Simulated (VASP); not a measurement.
Write the native input for VASP 6.6.1 that does the following.

```yaml
Task: single point
Functional: PBE
Potentials_or_basis: VASP PAW PBE potentials, release 64 (Si, Mo_sv)
Cutoff: 520 eV
k_mesh: 12 × 12 × 6
Occupations: gaussian, width 0.1 eV
Spin: no spin polarisation
Dipole_correction: no
Further_INCAR_settings: ALGO = Fast; EDIFF = 1e-06; NBANDS = 46
```

The structure of SiMo5 lies in POSCAR:

```
SiMo5
1.0
    4.4266194001      0.0000000000      0.0000000000
   -2.2133097000      3.8335648533      0.0000000000
    0.0000000000      0.0000000000      5.3659423236
Si Mo
1 5
Direct
    0.0000000000      0.0000000000      0.0000000000
    0.6666666667      0.3333333333      0.8310236590
    0.3333333333      0.6666666667      0.6714707248
    0.3333333333      0.6666666667      0.1689763410
    0.6666666667      0.3333333333      0.3285292752
    0.0000000000      0.0000000000      0.5000000000
```

These files were run (other wordings do the same):

INCAR

```
SYSTEM = SiMo5
  PREC = Accurate
  ENCUT = 520
  EDIFF = 1E-6
  ISMEAR = 0
  SIGMA = 0.1
  LREAL = .FALSE.
  LASPH = .TRUE.
  NELM = 80
  ALGO = Fast
  ISIF = 2
  LWAVE = .FALSE.
  LCHARG = .FALSE.
  GGA = PE
  NBANDS = 46
```

KPOINTS

```
regular mesh
0
G
  12 12 6
  0 0 0
```

Potentials or basis: VASP PAW PBE potentials, release 64 (Si, Mo_sv).

Command:

```bash
$ cat potpaw_PBE.64/Si/POTCAR potpaw_PBE.64/Mo_sv/POTCAR > POTCAR
$ mpirun -np 1 vasp_std > vasp.out
```

It gave:

The pressure is 0.4 GPa, the largest force is 0.004 eV/Å and the band gap on the k mesh is zero (bands 37 and 38 overlap by 1.06 eV).

Wall time 9.8 min on 1 thread of Oxide Virtual Turin-like Processor, on a shared host, peak memory 0.4 GiB.
